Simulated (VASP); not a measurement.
Input of a VASP 6.6.1 run:

INCAR

```
PREC = Accurate
ENCUT = 520
EDIFF = 1E-7
ISMEAR = -1
SIGMA = 0.05
LREAL = F
LASPH = T
NELM = 100
ALGO = Normal
ISIF = 2
LWAVE = F
LCHARG = F
NBANDS = 28
```

File KPOINTS:

```
Automatic mesh
0
Gamma
  6 6 3
```

POSCAR

```
SnSe
1.0
    4.3417197731      0.0000000000      0.0000000000
    0.0000000000      4.3417197731      0.0000000000
    0.0000000000      0.0000000000     11.1353230860
Sn Se
2 2
Direct
    0.0000000000      0.5000000000      0.6277708900
    0.5000000000      0.0000000000      0.3722291100
    0.0000000000      0.5000000000      0.3839605100
    0.5000000000      0.0000000000      0.6160394900
```

Potentials or basis: VASP PAW LDA potentials, release 64 (Sn_d, Se).

The run is started by

```console
$ cat potpaw_LDA.64/Sn_d/POTCAR potpaw_LDA.64/Se/POTCAR > POTCAR
$ mpirun -np 1 vasp_std > vasp.out
```

Task: Estimate the band gap on the k mesh.

Result: 1.49 eV, direct.

Task: What does it give for the largest force?

Result: 0.464 eV/Å.

Forces on the atoms (eV/Å):
```
Sn   0.000  0.000 -0.464
Sn   0.000  0.000  0.464
Se   0.000  0.000  0.219
Se   0.000  0.000 -0.219
```

Caveat: spin-orbit coupling is left out, which moves the levels of the heavy elements.
